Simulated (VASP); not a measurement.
Set up this calculation in VASP 6.6.1, as the native input.

```yaml
Task: single point
Functional: LDA
Potentials_or_basis: VASP PAW LDA potentials, release 64 (Ba_sv, F)
Cutoff: 600 eV
k_mesh: 8 × 8 × 8
Occupations: fermi-dirac, width 0.01 eV
Spin: no spin polarisation
Dipole_correction: no
Further_INCAR_settings: ALGO = Normal; EDIFF = 1e-06; NBANDS = 19
```

The structure of BaF2 lies in POSCAR:

```
BaF2
1.0
    0.0000000000      3.0367659163      3.0367659163
    3.0367659163      0.0000000000      3.0367659163
    3.0367659163      3.0367659163      0.0000000000
Ba F
1 2
Direct
    0.0000000000      0.0000000000      0.0000000000
    0.2500000000      0.2500000000      0.2500000000
    0.7500000000      0.7500000000      0.7500000000
```

This cell differs from its parent crystal: volume scaled by 0.94.

The input as run:

INCAR

```
SYSTEM = BaF2
ALGO = Normal
EDIFF = 1E-6
ENCUT = 600
GGA = CA
GGA_COMPAT = .False.
ISIF = 2
ISMEAR = -1
LASPH = .True.
LCHARG = .False.
LREAL = .False.
LWAVE = .False.
NBANDS = 19
NELM = 120
PREC = Accurate
SIGMA = 0.01
```

KPOINTS

```
k-points
0
Gamma
  8 8 8
  0 0 0
```

Potentials or basis: VASP PAW LDA potentials, release 64 (Ba_sv, F).

The run is started by

```console
$ cat potpaw_LDA.64/Ba_sv/POTCAR potpaw_LDA.64/F/POTCAR > POTCAR
$ mpirun -np 1 vasp_std > vasp.out
```

It gave:

```
Pressure               : 0.5 GPa
Band gap on the k mesh : 6.63 eV, indirect (least direct gap 6.77 eV)
```

Caveat: spin-orbit coupling is left out, which moves the levels of the heavy elements.

Run time: 31 s on 1 thread of Intel(R) Xeon(R) Platinum 8259CL CPU @ 2.50GHz (Skylake/Cascade Lake), on a shared host, peak memory 0.19 GiB.
